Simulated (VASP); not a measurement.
# Al3InSb4 (P-4m2) in VASP: further runs

Runs on Al3InSb4. Level: PBE. Tasks: relaxation of cell and atoms, single point.

All numbers are computed with VASP 6.6.1; they aren't measurements. Logs are shortened: lines on timing, memory, paths and dates and some standing lists are left out, and cuts for length are marked.

## Step 1: The cell of the first run

It takes space group P-4m2 (No. 115, tetragonal). The conventional cell has a = 4.085 Å, b = 4.085 Å, c = 11.553 Å, α = 90.00°, β = 90.00°, γ = 90.00°. Al (site symmetry 2mm) has 4 Sb at 2.50 Å within 3.3 Å. Al (site symmetry -4m2) has 4 Sb at 2.50 Å within 3.3 Å. Within 3.3 Å of In (site symmetry -4m2) lie 4 Sb at 2.50 Å. Within 3.3 Å of Sb (site symmetry 2mm) lie 4 Al at 2.50 Å. Within 3.3 Å of Sb (site symmetry 2mm) lie 2 Al at 2.50 Å and 2 In at 2.50 Å.

## Step 2: Relaxation of cell and atoms, PBE

Contents of INCAR:

```
PREC = Accurate ; ENCUT = 500
EDIFF = 1E-7 ; ISMEAR = 0
SIGMA = 0.1 ; LREAL = False
LASPH = True ; NELM = 120
ALGO = Normal ; ISIF = 3
LWAVE = False ; LCHARG = False
GGA = PE ; IBRION = 2
NSW = 90 ; EDIFFG = -0.04
GGA_COMPAT = False ; NELMIN = 4
```

Contents of KPOINTS:

```
Automatic mesh
0
Gamma
  4 4 2
```

Contents of POSCAR:

```
Al3InSb4
1.0
    4.0845934600      0.0000000000      0.0000000000
    0.0000000000      4.0845934600      0.0000000000
    0.0000000000      0.0000000000     11.5529749400
Al In Sb
3 1 4
Direct
    0.5000000000      0.5000000000      0.2500000000
    0.0000000000      0.0000000000      0.5000000000
    0.5000000000      0.5000000000      0.7500000000
    0.0000000000      0.0000000000      0.0000000000
    0.5000000000      0.0000000000      0.6250000000
    0.0000000000      0.5000000000      0.8750000000
    0.5000000000      0.0000000000      0.1250000000
    0.0000000000      0.5000000000      0.3750000000
```

Potentials or basis: VASP PAW PBE potentials, release 64 (Al, In_d, Sb).

Started as:

```sh
$ cat potpaw_PBE.64/Al/POTCAR potpaw_PBE.64/In_d/POTCAR potpaw_PBE.64/Sb/POTCAR > POTCAR
$ mpirun -np 1 vasp_std > vasp.out
```

OUTCAR:

```text
PREC = Accurate
   ENCUT = 500
   EDIFF = 1E-7
   ISMEAR = 0
   LREAL = False
   LASPH = True
   NELM = 120
   ISIF = 3
   GGA = PE
   IBRION = 2
   NSW = 90
   EDIFFG = -0.04
   NELMIN = 4

 ion  position               nearest neighbor table
   1  0.500  0.500  0.250-   7 2.50   8 2.50   7 2.50   8 2.50
   2  0.000  0.000  0.500-   5 2.50   8 2.50   8 2.50   5 2.50
   3  0.500  0.500  0.750-   5 2.50   6 2.50   5 2.50   6 2.50
   4  0.000  0.000  0.000-   6 2.50   7 2.50   6 2.50   7 2.50
   5  0.500  0.000  0.625-   2 2.50   3 2.50   3 2.50   2 2.50
   6  0.000  0.500  0.875-   3 2.50   4 2.50   4 2.50   3 2.50
   7  0.500  0.000  0.125-   1 2.50   4 2.50   1 2.50   4 2.50
   8  0.000  0.500  0.375-   1 2.50   2 2.50   2 2.50   1 2.50

  LATTYP: Found a simple tetragonal cell.
 ALAT       =     4.0845934600
 C/A-ratio  =     2.8284271258

  Lattice vectors:

 A1 = (   4.0845934600,   0.0000000000,   0.0000000000)
 A2 = (   0.0000000000,   4.0845934600,   0.0000000000)
 A3 = (   0.0000000000,   0.0000000000,  11.5529749400)

Analysis of symmetry for initial positions (statically):
=====================================================================
 Subroutine PRICEL returns:
 Original cell was already a primitive cell.

 Routine SETGRP: Setting up the symmetry group for a
 simple tetragonal supercell.

 Subroutine GETGRP returns: Found  8 space group operations
 (whereof  8 operations were pure point group operations)
 out of a pool of 16 trial point group operations.

The static configuration has the point symmetry D_2d.

Analysis of symmetry for dynamics (positions and initial velocities):
=====================================================================
 Subroutine PRICEL returns:
 Original cell was already a primitive cell.

 Routine SETGRP: Setting up the symmetry group for a
 simple tetragonal supercell.

 Subroutine GETGRP returns: Found  8 space group operations
 (whereof  8 operations were pure point group operations)
 out of a pool of 16 trial point group operations.

The dynamic configuration has the point symmetry D_2d.

 Subroutine INISYM returns: Found  8 space group operations
 (whereof  8 operations are pure point group operations),
 and found     1 'primitive' translations

----------------------------------------------------------------------------------------

                                     Primitive cell

  volume of cell :     192.7487

  direct lattice vectors                    reciprocal lattice vectors
     4.084593460  0.000000000  0.000000000     0.244822406  0.000000000  0.000000000
     0.000000000  4.084593460  0.000000000     0.000000000  0.244822406  0.000000000
     0.000000000  0.000000000 11.552974940     0.000000000  0.000000000  0.086557792

  length of vectors
     4.084593460  4.084593460 11.552974940     0.244822406  0.244822406  0.086557792

  position of ions in fractional coordinates (direct lattice)
     0.500000000  0.500000000  0.250000000
     0.000000000  0.000000000  0.500000000
     0.500000000  0.500000000  0.750000000
     0.000000000  0.000000000  0.000000000
     0.500000000  0.000000000  0.625000000
     0.000000000  0.500000000  0.875000000
     0.500000000  0.000000000  0.125000000
     0.000000000  0.500000000  0.375000000

  ion indices of the primitive-cell ions
   primitive index   ion index
                 1           1
                 2           2
                 3           3
                 4           4
                 5           5
                 6           6
                 7           7
                 8           8

----------------------------------------------------------------------------------------

 KPOINTS: Automatic mesh

Automatic generation of k-mesh.
 Grid dimensions read from file:
 generate k-points for:    4    4    2

 Generating k-lattice:

  Cartesian coordinates                     Fractional coordinates (reciprocal lattice)
     0.061205602  0.000000000  0.000000000     0.250000000  0.000000000  0.000000000
     0.000000000  0.061205602  0.000000000     0.000000000  0.250000000  0.000000000
     0.000000000  0.000000000  0.043278896     0.000000000  0.000000000  0.500000000

  Length of vectors
     0.061205602  0.061205602  0.043278896

  Shift w.r.t. Gamma in fractional coordinates (k-lattice)
     0.000000000  0.000000000  0.000000000

 Subroutine IBZKPT returns following result:
 ===========================================

 Found     12 irreducible k-points:

 Following reciprocal coordinates:
            Coordinates               Weight
  0.000000  0.000000  0.000000      1.000000
  0.250000  0.000000  0.000000      4.000000
  0.500000  0.000000  0.000000      2.000000
  0.250000  0.250000  0.000000      4.000000
  0.500000  0.250000  0.000000      4.000000
  0.500000  0.500000  0.000000      1.000000
  0.000000  0.000000  0.500000      1.000000
  0.250000  0.000000  0.500000      4.000000
  0.500000  0.000000  0.500000      2.000000
  0.250000  0.250000  0.500000      4.000000
  0.500000  0.250000  0.500000      4.000000
  0.500000  0.500000  0.500000      1.000000
   k-points           NKPTS =     12   k-points in BZ     NKDIM =     12   number of bands    NBANDS=     26
   number of dos      NEDOS =    301   number of ions     NIONS =      8
   total plane-waves  NPLWV =  75600
   dimension x,y,z NGX =    30 NGY =   30 NGZ =   84
   dimension x,y,z NGXF=    60 NGYF=   60 NGZF=  168
   ions per type =               3   1   4
   NGX,Y,Z   is equivalent  to a cutoff of  12.21, 12.21, 12.09 a.u.
   NGXF,Y,Z  is equivalent  to a cutoff of  24.42, 24.42, 24.18 a.u.
 SYSTEM =  unknown system
   PREC   = accura    normal or accurate (medium, high low for compatibility)
   ISTART =      0    job   : 0-new  1-cont  2-samecut
   ICHARG =      2    charge: 1-file 2-atom 10-const
   ISPIN  =      1    spin polarized calculation?
   LNONCOLLINEAR =      F non collinear calculations
   LSORBIT =      F    spin-orbit coupling
   LASPH  =      T    aspherical Exc in radial PAW
   ENCUT  =  500.0 eV  36.75 Ry    6.06 a.u.   7.45  7.45 21.06*2*pi/ulx,y,z
   NELM   =    120;   NELMIN=  4; NELMDL= -5     # of ELM steps
   EDIFF  = 0.1E-06   stopping-criterion for ELM
   LREAL  =      F    real-space projection
   EDIFFG = -.4E-01   stopping-criterion for IOM
   NSW    =     90    number of steps for IOM
   IBRION =      2    ionic relax: 0-MD 1-quasi-New 2-CG
   NFREE  =      1    steps in history (QN), initial steepest desc. (CG)
   ISIF   =      3    stress and relaxation
   ISYM   =      2    0-nonsym 1-usesym 2-fastsym
   POTIM  = 0.5000    time-step for ionic-motion
   TEBEG  =    0.0;   TEEND  =   0.0 temperature during run
   PSTRESS=    0.0 pullay stress
   NELECT =      42.0000    total number of electrons
   NUPDOWN=      -1.0000    fix difference up-down
   EMIN   =  10.00;   EMAX   =-10.00  energy-range for DOS
   EFERMI =   0.00;   METHOD = LEGACY
   ISMEAR =     0;   SIGMA  =   0.10  broadening in eV -4-tet -1-fermi 0-gaus
   EFERMI_NEDOS =   21; number of points for ismear=-14 and -15
   IALGO  =     38    algorithm
   IMIX   =      4    mixing-type and parameters
     AMIX     =   0.40;   BMIX     =  1.00
     AMIX_MAG =   1.60;   BMIX_MAG =  1.00
  volume/ion in A,a.u.               =      24.09       162.59
  Fermi-wavevector in a.u.,A,eV,Ry     =   0.985131  1.861628 13.204231  0.970484
  Thomas-Fermi vector in A             =   2.116416
   LORBIT       =      0    0 simple, 1 ext, 2 COOP (PROOUT), +10 PAW based schemes
   GGA     = PE    functional components
   LHFCALC =     F    Hartree Fock is set to
   AEXX    =    0.0000 exact exchange contribution
   IVDW    =     0    specifies the selected vdW correction
   LEPSILON=     F    determine dielectric tensor
   LRPA    =     F    only Hartree local field effects (RPA)
 conjugate gradient relaxation of ions
 non-spin polarized calculation
 Gauss-broadening in eV      SIGMA  =   0.10
  energy-cutoff  :      500.00
  volume of cell :      192.75
 maximum number of plane-waves:      4963
 NGX is ok and might be reduce to    30
   NGX = 15   NGY = 15   NGZ = 43

--------------------------------------- Ionic step        1  -------------------------------------------

 number of electron      41.9999987 magnetization

 Free energy of the ion-electron system (eV)
  ---------------------------------------------------
  ext. energy  EPLUGINS =         0.00000000
  ---------------------------------------------------
  free energy    TOTEN  =       -27.49588622 eV

  energy without entropy =      -27.49588619  energy(sigma->0) =      -27.49588621

 E-fermi :   7.8198     XC(G=0):  -9.5869

 val. band max:        7.4670538408   @ k =   0.0000   0.0000   0.0000
 cond. band min:       8.1731486379   @ k =   0.5000   0.5000   0.0000
 fundamental gap:      0.7060947971
 Fermi energy:         7.8197634720

 k-point     1 :       0.0000    0.0000    0.0000
  band No.  band energies     occupation
      1      -8.0786      2.00000
      2      -7.8766      2.00000
      3      -7.8766      2.00000
      4      -7.7568      2.00000
      5      -7.7008      2.00000
      6      -4.9531      2.00000
[... 456 lines left out ...]
  FREE ENERGIE OF THE ION-ELECTRON SYSTEM (eV)
  ---------------------------------------------------
  free  energy   TOTEN  =       -31.2840171961 eV

  energy  without entropy=      -31.2840171553  energy(sigma->0) =      -31.28401718

[... ionic steps 4 to 7 ...]

--------------------------------------- Ionic step        8  -------------------------------------------

 number of electron      42.0000031 magnetization

------------------------ aborting loop because EDIFF is reached ----------------------------------------

  FORCE on cell =-STRESS in cart. coord.  units (eV):
  Direction    XX          YY          ZZ          XY          YZ          ZX
  --------------------------------------------------------------------------------------
  -------------------------------------------------------------------------------------
  Total       -0.5574749     -0.5574749     -0.3007659      0.0000000      0.0000000      0.0000000
  in kB       -3.4994130     -3.4994130     -1.8879848      0.0000000      0.0000000      0.0000000
  external PRESSURE =      -2.9622703 kB  Pullay stress =       0.0000000 kB
[... 69 lines left out ...]
  energy  without entropy=      -31.3437047396  energy(sigma->0) =      -31.34370476

--------------------------------------- Ionic step       10  -------------------------------------------

 number of electron      42.0000028 magnetization

 Free energy of the ion-electron system (eV)
  ---------------------------------------------------
  ext. energy  EPLUGINS =         0.00000000
  ---------------------------------------------------
  free energy    TOTEN  =       -31.34988038 eV

  energy without entropy =      -31.34988036  energy(sigma->0) =      -31.34988037

 E-fermi :   4.7894     XC(G=0):  -8.4544

 val. band max:        4.4226427139   @ k =   0.0000   0.0000   0.0000
 cond. band min:       5.1454082608   @ k =   0.0000   0.0000   0.0000
 fundamental gap:      0.7227655469
 Fermi energy:         4.7894460547

 k-point     1 :       0.0000    0.0000    0.0000
  band No.  band energies     occupation
      1      -9.9533      2.00000
      2      -9.8951      2.00000
      3      -9.8951      2.00000
      4      -9.8462      2.00000
      5      -9.8394      2.00000
      6      -6.0190      2.00000
[... 372 lines left out ...]
  FREE ENERGIE OF THE ION-ELECTRON SYSTEM (eV)
  ---------------------------------------------------
  free  energy   TOTEN  =       -31.3498803755 eV

  energy  without entropy=      -31.3498803643  energy(sigma->0) =      -31.34988037

 reached required accuracy - stopping structural energy minimisation
```

Run time: 11 min. Hardware: 1 thread of Intel Xeon 8259CL, shared host; peak memory 0.3 GiB.

Results:

- Free energy: -31.3499 eV
- Relaxed volume: 31.74 Å³/atom
- Relaxed cell: a = 4.504 Å, b = 4.504 Å, c = 12.517 Å, α = 90.00°, β = 90.00°, γ = 90.00°
- Space group after relaxing (to 0.1 Å): P-4m2 (No. 115)
- Energy gained by relaxing: 481.7 meV/atom
- Ionic steps: 10
- Pressure after relaxing: -0.1 GPa
- Largest force after relaxing: 0.027 eV/Å
- Band gap on the k mesh: 0.72 eV

Forces on the atoms (eV/Å):
```
Al   0.000  0.000  0.016
Al   0.000  0.000  0.000
Al   0.000  0.000 -0.016
In   0.000  0.000  0.000
Sb   0.000  0.000 -0.027
Sb   0.000  0.000 -0.006
Sb   0.000  0.000  0.006
Sb   0.000  0.000  0.027
```

Step by step:
```
step  energy change (eV)  largest force (eV/Å)  pressure (GPa)  volume (Å³)
   1              0.0000                2.2785           24.29       192.75
   2             -2.4845                0.3296           -5.80       313.68
   3             -3.7881                0.3951           -0.23       255.48
   4             -3.7880                0.4139            0.02       254.11
   5             -3.8088                0.3039            0.08       253.59
   6             -3.8386                0.2053            0.31       252.01
   7             -3.8390                0.2234            0.34       251.80
   8             -3.8478                0.1415           -0.30       255.24
   9             -3.8478                0.1431           -0.28       255.17
  10             -3.8540                0.0273           -0.07       253.95
```

Final structure:
```yaml
crystal:
  lattice:
    - [4.50436, 0.00000, 0.00000]
    - [0.00000, 4.50436, 0.00000]
    - [0.00000, 0.00000, 12.51665]
  atoms:
    - { symbol: Al, position: [0.50000, 0.50000, 0.25704] }
    - { symbol: Al, position: [0.00000, 0.00000, 0.50000] }
    - { symbol: Al, position: [0.50000, 0.50000, 0.74296] }
    - { symbol: In, position: [0.00000, 0.00000, 0.00000] }
    - { symbol: Sb, position: [0.50000, 0.00000, 0.62171] }
    - { symbol: Sb, position: [0.00000, 0.50000, 0.86241] }
    - { symbol: Sb, position: [0.50000, 0.00000, 0.13759] }
    - { symbol: Sb, position: [0.00000, 0.50000, 0.37829] }
```

Caveat: the volume moved by over 15 % at a fixed basis, so the end points are rough; semilocal functionals underestimate gaps, and a narrow one can read as zero; spin-orbit coupling is left out, which moves the levels of the heavy elements.

## Step 3: Single point, PBE

This run uses another cell than the first one, of 31.61 Å³/atom.

Contents of INCAR:

```
SYSTEM = Al3InSb4
PREC = Accurate ; ENCUT = 500
EDIFF = 1E-6 ; ISMEAR = 0
SIGMA = 0.02 ; LREAL = .FALSE.
LASPH = .TRUE. ; NELM = 120
ALGO = Normal ; ISIF = 2
LWAVE = .FALSE. ; LCHARG = .TRUE.
GGA = PE ; LELF = .TRUE.
LVHAR = .TRUE. ; NBANDS = 31
GGA_COMPAT = .FALSE.
```

Contents of KPOINTS:

```
regular mesh
0
G
  6 6 4
  0 0 0
```

Contents of POSCAR:

```
Al3InSb4
1.0
    4.4725161202      0.0000000000      0.0000000000
    0.0000000000      4.4725161202      0.0000000000
    0.0000000000      0.0000000000     12.6405638213
Al In Sb
3 1 4
Direct
    0.5000000000      0.5000000000      0.2575323845
    0.0000000000      0.0000000000      0.5000000000
    0.5000000000      0.5000000000      0.7424676155
    0.0000000000      0.0000000000      0.0000000000
    0.5000000000      0.0000000000      0.6211774608
    0.0000000000      0.5000000000      0.8622026813
    0.5000000000      0.0000000000      0.1377973187
    0.0000000000      0.5000000000      0.3788225392
```

Potentials or basis: VASP PAW PBE potentials, release 64 (Al, In_d, Sb).

Started as:

```sh
$ cat potpaw_PBE.64/Al/POTCAR potpaw_PBE.64/In_d/POTCAR potpaw_PBE.64/Sb/POTCAR > POTCAR
$ mpirun -np 1 vasp_std > vasp.out
```

Wall time 4.9 min (1 thread of Intel Xeon 8259CL, shared host); peak memory 0.48 GiB.

It converged, with:

- Free energy: -31.5103 eV
- Pressure: 0.1 GPa
- Largest force: 0.019 eV/Å
- Band gap on the k mesh: 0.73 eV

Forces on the atoms (eV/Å):
```
Al   0.000  0.000  0.000
Al   0.000  0.000  0.000
Al   0.000  0.000  0.000
In   0.000  0.000  0.000
Sb   0.000  0.000  0.000
Sb   0.000  0.000  0.019
Sb   0.000  0.000 -0.019
Sb   0.000  0.000  0.000
```

Levels at points of the mesh, in eV from the valence-band top:
```
           k point  band 17  band 18  band 19  band 20  band 21  band 22  band 23  band 24  band 25  band 26
(0.00, 0.00, 0.00)    -1.23    -1.23    -0.09     0.00     0.00     0.73     1.21     1.30     1.62     1.81
(0.50, 0.00, 0.00)    -1.13    -1.08    -0.93    -0.90    -0.53     0.86     1.04     2.16     2.38     3.53
(0.50, 0.50, 0.00)    -2.61    -2.19    -2.11    -2.11    -2.05     1.12     1.30     1.30     1.64     3.94
(0.00, 0.00, 0.50)    -1.50    -0.68    -0.68    -0.38    -0.38     1.14     1.24     1.76     1.93     2.08
(0.50, 0.00, 0.50)    -1.78    -1.13    -1.13    -1.09    -0.53     1.74     1.79     1.85     1.85     3.47
(0.50, 0.50, 0.50)    -2.44    -2.44    -2.42    -2.34    -2.34     1.90     2.11     2.11     2.22     2.22
```

Caveat: semilocal functionals underestimate gaps, and a narrow one can read as zero; spin-orbit coupling is left out, which moves the levels of the heavy elements. A k mesh can miss the band edges.
